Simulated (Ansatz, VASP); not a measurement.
# In2O3: VASP beside Ansatz

File POSCAR:

```
In2O3
1.0
    2.7538208590      1.5899192142      4.8543403845
   -2.7538208590      1.5899192142      4.8543403845
    0.0000000000     -3.1798384285      4.8543403845
In O
4 6
Direct
    0.8570396382      0.8570396382      0.8570396382
    0.3570396382      0.3570396382      0.3570396382
    0.1429603618      0.1429603618      0.1429603618
    0.6429603618      0.6429603618      0.6429603618
    0.4533861849      0.0466138151      0.7500000000
    0.0466138151      0.7500000000      0.4533861849
    0.5466138151      0.9533861849      0.2500000000
    0.2500000000      0.5466138151      0.9533861849
    0.9533861849      0.2500000000      0.5466138151
    0.7500000000      0.4533861849      0.0466138151
```

File INCAR.step1:

```
SYSTEM = In2O3
ALGO     = Normal         ! electronic algorithm
EDIFF    = 1E-4           ! SCF threshold, eV
ENCUT    = 520            ! plane-wave cutoff, eV
GGA      = PE             ! functional
ISMEAR   = 0              ! smearing method
LASPH    = .True.         ! aspherical terms in the spheres
LCHARG   = .False.        ! write CHGCAR
LREAL    = .False.        ! projectors in reciprocal space
LWAVE    = .True.         ! write WAVECAR
NBANDS   = 55             ! bands
NELM     = 100            ! most SCF steps
PREC     = Accurate       ! precision mode
SIGMA    = 0.01           ! smearing width, eV
```

File INCAR.step2:

```
SYSTEM = In2O3
ALGO     = Normal         ! electronic algorithm
EDIFF    = 1E-7           ! SCF threshold, eV
ENCUT    = 520            ! plane-wave cutoff, eV
ISIF     = 2              ! what is computed and relaxed
ISMEAR   = 0              ! smearing method
ISTART   = 1            
LASPH    = .True.         ! aspherical terms in the spheres
LCHARG   = .False.        ! write CHGCAR
LMIXTAU  = .True.       
LREAL    = .False.        ! projectors in reciprocal space
LWAVE    = .False.        ! write WAVECAR
METAGGA  = R2SCAN         ! meta-GGA
NBANDS   = 55             ! bands
NELM     = 100            ! most SCF steps
PREC     = Accurate       ! precision mode
SIGMA    = 0.01           ! smearing width, eV
```

Contents of KPOINTS:

```
k-points
0
Gamma
  6 6 6
  0 0 0
```

Input for Ansatz:

```yaml
crystal:
  lattice:
    - [2.753820859, 1.5899192142, 4.8543403845]
    - [-2.753820859, 1.5899192142, 4.8543403845]
    - [0.0, -3.1798384285, 4.8543403845]
  atoms:
    - { symbol: In, position: [0.8570396382, 0.8570396382, 0.8570396382] }
    - { symbol: In, position: [0.3570396382, 0.3570396382, 0.3570396382] }
    - { symbol: In, position: [0.1429603618, 0.1429603618, 0.1429603618] }
    - { symbol: In, position: [0.6429603618, 0.6429603618, 0.6429603618] }
    - { symbol: O, position: [0.4533861849, 0.0466138151, 0.75] }
    - { symbol: O, position: [0.0466138151, 0.75, 0.4533861849] }
    - { symbol: O, position: [0.5466138151, 0.9533861849, 0.25] }
    - { symbol: O, position: [0.25, 0.5466138151, 0.9533861849] }
    - { symbol: O, position: [0.9533861849, 0.25, 0.5466138151] }
    - { symbol: O, position: [0.75, 0.4533861849, 0.0466138151] }
kpoints:
  mp_grid: { grid: [6, 6, 6] }
  band_path:
    path:
      - [0.0, 0.0, 0.0]
      - [0.5, 0.5, 0.5]
      - [0.7618181255, 0.2381818745, 0.5]
      - [0.5, -0.2381818745, 0.2381818745]
      - [0.5, 0.0, 0.0]
      - [0.3690909373, -0.3690909373, 0.0]
      - [0.6309090627, 0.0, 0.3690909373]
      - [0.5, 0.0, 0.5]
      - [0.0, 0.192708, -0.197917]
    npoints: 1
hamiltonian:
  xc: r2scan
scf:
  occupations: { method: fixed }
  n_extra_bands: 6
output:
  forces: true
  stress: true
  eigenvalues: true
```

Alike in both runs: task single point; functional r2SCAN; k mesh 6 × 6 × 6; no spin polarisation.

|  | VASP | Ansatz |
| --- | --- | --- |
| version | VASP 6.6.1 | Ansatz 0.2.0 |
| potentials or method | VASP PAW PBE potentials, release 64 (In_d, O) | plane waves, PAW |
| plane-wave cutoff (eV) | 520 | 500 |
| occupations | gaussian, width 0.01 eV | fixed |
| valence electrons in the cell | 88 | 88 |

Ansatz gave:

```
gap on the k mesh at the Fermi level (eV)                     : 1.80
pressure (GPa)                                                : 0.0
traceless stress, the component that is largest in VASP (GPa) : 0.00
rms of the force components (eV/Å)                            : 0.000
```

Estimate VASP's values.

gap on the k mesh at the Fermi level (eV): 1.81; pressure (GPa): 1.1; traceless stress, the component that is largest in VASP (GPa): -0.09; rms of the force components (eV/Å): 0.009.

VASP's potentials were made for PBE, not for r2SCAN. Atom by atom the forces differ by 0.009 eV/Å (rms over components).
